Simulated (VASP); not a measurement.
Set up this calculation in VASP 6.6.1, as the native input.

```
Task                   : single point
Functional             : r2SCAN
Potentials or basis    : VASP PAW PBE potentials, release 64 (Pb_d, Te)
Cutoff                 : 520 eV
k mesh                 : 12 × 12 × 12
Occupations            : fermi-dirac, width 0.08 eV
Spin                   : no spin polarisation
Dipole correction      : no
Further INCAR settings : ALGO = Normal; EDIFF = 1e-07; NBANDS = 17
```

The system is TePb (rocksalt type).

```
Pb Te
1.0
     0.00000    3.26643    3.26643
     3.26643    0.00000    3.26643
     3.26643    3.26643    0.00000
Pb Te
1 1
Direct
  0.00000 0.00000 0.00000
  0.50000 0.50000 0.50000
```

One way to write it, as run:

POSCAR

```
TePb
1.0
    0.0000000000      3.2664261726      3.2664261726
    3.2664261726      0.0000000000      3.2664261726
    3.2664261726      3.2664261726      0.0000000000
Pb Te
1 1
Direct
    0.0000000000      0.0000000000      0.0000000000
    0.5000000000      0.5000000000      0.5000000000
```

INCAR.step1

```
PREC = Accurate
ENCUT = 520
ISMEAR = -1
SIGMA = 0.08
LREAL = F
LASPH = T
NELM = 100
NBANDS = 17
GGA = PE
ALGO = Normal
EDIFF = 1E-4
LWAVE = T
LCHARG = F
```

INCAR.step2

```
PREC = Accurate
ENCUT = 520
EDIFF = 1E-7
ISMEAR = -1
SIGMA = 0.08
LREAL = F
LASPH = T
NELM = 100
ALGO = Normal
ISIF = 2
LWAVE = F
LCHARG = F
METAGGA = R2SCAN
LMIXTAU = T
NBANDS = 17
ISTART = 1
```

KPOINTS

```
regular mesh
0
Gamma
  12 12 12
```

Potentials or basis: VASP PAW PBE potentials, release 64 (Pb_d, Te).

Run with:

```sh
$ cat potpaw_PBE.64/Pb_d/POTCAR potpaw_PBE.64/Te/POTCAR > POTCAR
$ cp INCAR.step1 INCAR
$ mpirun -np 1 vasp_std > vasp.out
$ cp INCAR.step2 INCAR
$ mpirun -np 1 vasp_std > vasp.out
```

Results of the run:

| Property | Result |
| --- | --- |
| Pressure | 0.0 GPa |
| Band gap on the k mesh | 1.09 eV, direct |

Caveat: the PAW data sets were made with another functional, which shifts forces and pressure a little; spin-orbit coupling is left out, which moves the levels of the heavy elements.

It took 4.5 min on 1 thread of AMD EPYC 9R45 96-Core Processor (Zen 5) (shared host), peak memory 0.24 GiB.
